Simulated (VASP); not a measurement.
PbO2, 6 atoms in the cell. It takes space group P4_2/mnm (No. 136, tetragonal). The conventional cell has a = 5.082 Å, b = 5.082 Å, c = 3.441 Å, α = 90.00°, β = 90.00°, γ = 90.00°. Within 2.9 Å of Pb (site symmetry mmm) lie 6 O at 2.21 Å. O (site symmetry m2m) has 3 Pb at 2.21 Å and 1 O at 2.76 Å within 2.9 Å. 

| Property | Result |
| --- | --- |
| Program | VASP 6.6.1 |
| Task | relaxation of cell and atoms |
| Functional | LDA |
| Potentials or basis | VASP PAW LDA potentials, release 64 (Pb_d, O) |
| Cutoff | 600 eV |
| k mesh | 4 × 4 × 6 |
| Occupations | fermi-dirac, width 0.02 eV |
| Spin | no spin polarisation |
| Dipole correction | no |
| Further INCAR settings | ALGO = Normal; EDIFF = 1e-06; IBRION = 2; EDIFFG = -0.005; NSW = 80; ISIF = 3 |

Potentials or basis: VASP PAW LDA potentials, release 64 (Pb_d, O).

Run with:

```sh
$ cat potpaw_LDA.64/Pb_d/POTCAR potpaw_LDA.64/O/POTCAR > POTCAR
$ mpirun -np 1 vasp_std > vasp.out
```

Hardware: 1 thread of Oxide Virtual Turin-like Processor, with other jobs on the host.

**Question.** Estimate the wall time of this run.

**Answer.** Wall time 8.7 min on 1 thread of Oxide Virtual Turin-like Processor (shared host), peak memory 0.19 GiB. Counts: scf iterations 74, k points 24, ion steps 11.
